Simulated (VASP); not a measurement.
## Hf8HO16 (a cell with a defect): single point with PBE

The system is Hf8HO16 (a cell with a defect).

```xyz
25
Lattice="0.0000 5.0697 5.1017 5.2943 0.0000 5.1017 5.2943 5.0697 0.0000" Properties=species:S:1:pos:R:3 pbc="T T T"
Hf    0.0984    1.3726    1.2227
Hf    5.4640    6.5055    6.3041
Hf    7.7549    6.3929    3.7775
Hf    7.7235    6.4211    8.8814
Hf    2.7607    3.7360    1.2472
Hf    2.7646    3.7297    6.3631
Hf    5.0723    3.7218    3.7835
Hf   10.3785    8.5866    8.9665
O     1.9270    0.4001    1.8206
O     7.2399    5.4908    6.9625
O     5.9231    5.4703    4.4555
O     5.8218    5.4641    9.3763
O     3.8342    2.3736    2.5108
O     9.1569    7.4435    7.6077
O     3.9977    2.3665    5.0622
O     3.9754    7.3507    5.0722
O     6.6458    2.7060    5.0366
O     6.6815    7.8317    5.0605
O     1.1636    2.7335    2.4908
O     6.4941    7.8575    7.5690
O     4.5729    4.7079    1.8942
O     4.6308    4.8997    7.3076
O     8.5626    4.6479    4.4412
O     3.2733    4.7092    4.4888
H     5.0655    5.4368    8.2679
```

```json
{
 "Program": "VASP 6.6.1",
 "Task": "single point",
 "Functional": "PBE",
 "Potentials or basis": "VASP PAW PBE potentials, release 64 (Hf_pv, O, H)",
 "Cutoff": "520 eV",
 "k mesh": "1 × 1 × 1, shifted",
 "Occupations": "fermi-dirac, width 0.01 eV",
 "Spin": "no spin polarisation",
 "Dipole correction": "no",
 "Charge": "1",
 "Further INCAR settings": "ALGO = Normal; EDIFF = 1e-06; NBANDS = 106; NELECT = 176.0"
}
```

| Item | Value |
| --- | --- |
| Largest force | 0.246 eV/Å |

Forces in eV/Å, atoms in the order of the input:
```
Hf   0.124  0.017  0.086
Hf   0.145  0.050  0.048
Hf  -0.051 -0.043 -0.092
Hf  -0.134 -0.041 -0.065
Hf  -0.131 -0.062 -0.068
Hf  -0.169 -0.078 -0.160
Hf  -0.079  0.025 -0.083
Hf  -0.073  0.032 -0.080
O    0.017 -0.002  0.161
O    0.050 -0.002  0.070
O    0.011  0.035 -0.028
O    0.073 -0.011 -0.033
O   -0.036  0.111  0.007
O   -0.009  0.110  0.070
O    0.112 -0.040  0.074
O    0.112 -0.024  0.054
O    0.012  0.009 -0.068
O   -0.076 -0.019 -0.056
O    0.045 -0.092  0.059
O    0.079 -0.107  0.092
O   -0.054  0.031 -0.142
O   -0.076 -0.042 -0.161
O   -0.011  0.090  0.163
O    0.093  0.053  0.101
H    0.027  0.000  0.051
```

Levels at points of the mesh, in eV from the Fermi level:
```csv
k point,band 84,band 85,band 86,band 87,band 88,band 89,band 90,band 91,band 92,band 93
"(0.25, 0.25, 0.25)",-0.80,-0.66,-0.54,-0.38,-0.23,4.20,4.50,4.59,4.78,4.93
```

It took 6.9 min on 1 thread of Intel Xeon 8259CL (shared host), peak memory 0.47 GiB.

Caveat: the cell carries a net charge on a neutralising background, which shifts energy and pressure; the cell is charged against a uniform background, so pressure and absolute levels hang on convention; spin-orbit coupling is left out, which moves the levels of the heavy elements.
